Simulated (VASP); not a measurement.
# Mg (P6/mmm) in VASP: a series of runs

Mg is run at these levels: PBE; tasks: single point.

Program: VASP 6.6.1. These are calculated values, not measurements. Logs are shortened: lines on timing, memory, paths and dates and some standing lists are left out, and cuts for length are marked.

## 1. The cell of the first run

Symmetry: P6/mmm, No. 191, hexagonal system. The conventional cell has a = 2.401 Å, b = 2.401 Å, c = 2.212 Å, α = 90.00°, β = 90.00°, γ = 120.00°. Mg (site symmetry 6/mmm) has 8 Mg at 2.21 to 2.40 Å within 2.9 Å.

This isn't the form of Mg at room conditions, which is hcp.

## 2. Single point, PBE (11.04 Å³/atom)

File INCAR:

```
SYSTEM = Mg
PREC = Accurate
ENCUT = 750
EDIFF = 1E-6
ISMEAR = -1
SIGMA = 0.1
LREAL = .FALSE.
LASPH = .TRUE.
NELM = 120
ALGO = Normal
ISIF = 2
LWAVE = .FALSE.
LCHARG = .TRUE.
GGA = PE
LELF = .TRUE.
LVHAR = .TRUE.
NBANDS = 11
GGA_COMPAT = .FALSE.
```

File KPOINTS:

```
regular mesh
0
G
  14 14 13
  0 0 0
```

File POSCAR:

```
Mg
1.0
    2.4013257785      0.0000000000      0.0000000000
   -1.2006628893      2.0796091269      0.0000000000
    0.0000000000      0.0000000000      2.2117096066
Mg
1
Direct
    0.0000000000      0.0000000000      0.0000000000
```

Potentials or basis: VASP PAW PBE potentials, release 64 (Mg_sv).

The run is started by

```bash
$ cat potpaw_PBE.64/Mg_sv/POTCAR > POTCAR
$ mpirun -np 1 vasp_std > vasp.out
```

OUTCAR:

```text
SYSTEM = Mg
   PREC = Accurate
   ENCUT = 750
   EDIFF = 1E-6
   ISMEAR = -1
   LREAL = .FALSE.
   LASPH = .TRUE.
   NELM = 120
   ISIF = 2
   GGA = PE

 ion  position               nearest neighbor table
   1  0.000  0.000  0.000-

  LATTYP: Found a hexagonal cell.
 ALAT       =     2.4013257785
 C/A-ratio  =     0.9210368815

  Lattice vectors:

 A1 = (   2.4013257785,   0.0000000000,   0.0000000000)
 A2 = (  -1.2006628893,   2.0796091269,   0.0000000000)
 A3 = (   0.0000000000,   0.0000000000,   2.2117096066)

Analysis of symmetry for initial positions (statically):
=====================================================================
 Subroutine PRICEL returns:
 Original cell was already a primitive cell.

 Routine SETGRP: Setting up the symmetry group for a
 hexagonal supercell.

 Subroutine GETGRP returns: Found 24 space group operations
 (whereof 24 operations were pure point group operations)
 out of a pool of 24 trial point group operations.

The static configuration has the point symmetry D_6h.

Analysis of symmetry for dynamics (positions and initial velocities):
=====================================================================
 Subroutine PRICEL returns:
 Original cell was already a primitive cell.

 Routine SETGRP: Setting up the symmetry group for a
 hexagonal supercell.

 Subroutine GETGRP returns: Found 24 space group operations
 (whereof 24 operations were pure point group operations)
 out of a pool of 24 trial point group operations.

The dynamic configuration has the point symmetry D_6h.

 Subroutine INISYM returns: Found 24 space group operations
 (whereof 24 operations are pure point group operations),
 and found     1 'primitive' translations

----------------------------------------------------------------------------------------

                                     Primitive cell

  volume of cell :      11.0449

  direct lattice vectors                    reciprocal lattice vectors
     2.401325778  0.000000000  0.000000000     0.416436624  0.240429797  0.000000000
    -1.200662889  2.079609127  0.000000000     0.000000000  0.480859594  0.000000000
     0.000000000  0.000000000  2.211709607     0.000000000  0.000000000  0.452138923

  length of vectors
     2.401325778  2.401325778  2.211709607     0.480859594  0.480859594  0.452138923

  position of ions in fractional coordinates (direct lattice)
     0.000000000  0.000000000  0.000000000

  ion indices of the primitive-cell ions
   primitive index   ion index
[... 73 lines left out ...]
   EDIFF  = 0.1E-05   stopping-criterion for ELM
   LREAL  =      F    real-space projection
   EDIFFG = 0.1E-04   stopping-criterion for IOM
   NSW    =      0    number of steps for IOM
   IBRION =     -1    ionic relax: 0-MD 1-quasi-New 2-CG
   NFREE  =      0    steps in history (QN), initial steepest desc. (CG)
   ISIF   =      2    stress and relaxation
   ISYM   =      2    0-nonsym 1-usesym 2-fastsym
   POTIM  = 0.5000    time-step for ionic-motion
   TEBEG  =    0.0;   TEEND  =   0.0 temperature during run
   PSTRESS=    0.0 pullay stress
   NELECT =      10.0000    total number of electrons
   NUPDOWN=      -1.0000    fix difference up-down
   EMIN   =  10.00;   EMAX   =-10.00  energy-range for DOS
   EFERMI =   0.00;   METHOD = LEGACY
   ISMEAR =    -1;   SIGMA  =   0.10  broadening in eV -4-tet -1-fermi 0-gaus
   EFERMI_NEDOS =   21; number of points for ismear=-14 and -15
   IALGO  =     38    algorithm
   IMIX   =      4    mixing-type and parameters
     AMIX     =   0.40;   BMIX     =  1.00
     AMIX_MAG =   1.60;   BMIX_MAG =  1.00
  volume/ion in A,a.u.               =      11.04        74.53
  Fermi-wavevector in a.u.,A,eV,Ry     =   1.583755  2.992862 34.127199  2.508278
  Thomas-Fermi vector in A             =   2.683477
   LORBIT       =      0    0 simple, 1 ext, 2 COOP (PROOUT), +10 PAW based schemes
   GGA     = PE    functional components
   LHFCALC =     F    Hartree Fock is set to
   AEXX    =    0.0000 exact exchange contribution
   IVDW    =     0    specifies the selected vdW correction
   LEPSILON=     F    determine dielectric tensor
   LRPA    =     F    only Hartree local field effects (RPA)
 non-spin polarized calculation
  energy-cutoff  :      750.00
  volume of cell :       11.04
 maximum number of plane-waves:       532
 NGX is ok and might be reduce to    24
   NGX = 11   NGY = 11   NGZ =  9

 number of electron      10.0000005 magnetization

 Free energy of the ion-electron system (eV)
  ---------------------------------------------------
  ext. energy  EPLUGINS =         0.00000000
  ---------------------------------------------------
  free energy    TOTEN  =         1.23773548 eV

  energy without entropy =        1.24600160  energy(sigma->0) =        1.24186854

 E-fermi :   7.5314     XC(G=0): -11.6190

 val. band max:        7.4985200121   @ k =   0.3571   0.2857   0.1538
 cond. band min:       7.5541011199   @ k =   0.4286   0.0000   0.0000
 fundamental gap:      0.0555811078
 Fermi energy:         7.5314124092

 k-point     1 :       0.0000    0.0000    0.0000
  band No.  band energies     occupation
      1     -68.7191      2.00000
      2     -35.1787      2.00000
      3     -35.1787      2.00000
      4     -35.1610      2.00000
      5      -3.1737      2.00000
      6      19.9307      0.00000
      7      24.6295      0.00000
      8      24.6295      0.00000
      9      26.1606      0.00000
     10      28.2829      0.00000
     11      31.0114      0.00000
[... 309 lines left out ...]
 k-point    24 :       0.3571    0.2857    0.0000
  band No.  band energies     occupation
      1     -68.6232      2.00000
      2     -35.5377      2.00000
      3     -35.4638      2.00000
      4     -35.1068      2.00000
      5       5.8688      2.00000
      6       6.8866      1.99684
      7      11.1849      0.00000
      8      31.0345      0.00000
      9      31.2099      0.00000
     10      32.7386      0.00000
     11      34.1533      0.00000

 [... further k-points ...]
[... 5 lines left out ...]
  --------------------------------------------------------------------------------------
  -------------------------------------------------------------------------------------
  Total        7.3963912      7.3963912      7.3688662     -0.0000000     -0.0000000     -0.0000000
  in kB     1072.9254621   1072.9254621   1068.9326740     -0.0000000     -0.0000000     -0.0000000
  external PRESSURE =    1071.5945327 kB  Pullay stress =       0.0000000 kB

 VOLUME and BASIS-vectors are now :
 -----------------------------------------------------------------------------
  energy-cutoff  :      750.00
  volume of cell :       11.04
      direct lattice vectors                 reciprocal lattice vectors
     2.401325778  0.000000000  0.000000000     0.416436624  0.240429797  0.000000000
    -1.200662889  2.079609127  0.000000000     0.000000000  0.480859594  0.000000000
     0.000000000  0.000000000  2.211709607     0.000000000  0.000000000  0.452138923

 POSITION                                       TOTAL-FORCE (eV/Angst)
 -----------------------------------------------------------------------------------
      0.00000      0.00000      0.00000         0.000000      0.000000      0.000000
 -----------------------------------------------------------------------------------
    total drift:                                0.000000      0.000000     -0.000000

  FREE ENERGIE OF THE ION-ELECTRON SYSTEM (eV)
  ---------------------------------------------------
  free  energy   TOTEN  =         1.2377354792 eV

  energy  without entropy=        1.2460016007  energy(sigma->0) =        1.24186854
```

stdout:

```text
POSCAR found type information on POSCAR Mg
 POSCAR found :  1 types and       1 ions
 scaLAPACK will be used
 LDA part: xc-table for (Slater+PW92), standard interpolation
 POSCAR, INCAR and KPOINTS ok, starting setup
 FFT: planning ... GRIDC
 FFT: planning ... GRID_SOFT
 FFT: planning ... GRID
 WAVECAR not read
 entering main loop
```

It took 29 s on 1 thread of AMD EPYC 9R14 (Zen 4), shared host; peak memory 0.12 GiB.

Results:

| Quantity | Value |
| --- | --- |
| Free energy | 1.2377 eV |
| Pressure | 107.2 GPa |
| Band gap on the k mesh | zero (bands 5 and 6 overlap by 5.42 eV) |

Stress tensor (GPa, compression positive):
```
107.29   0.00   0.00
  0.00 107.29   0.00
  0.00   0.00 106.89
```

Caveat: the cell stands under pressure.

(Part 1 of 2 ends here.)
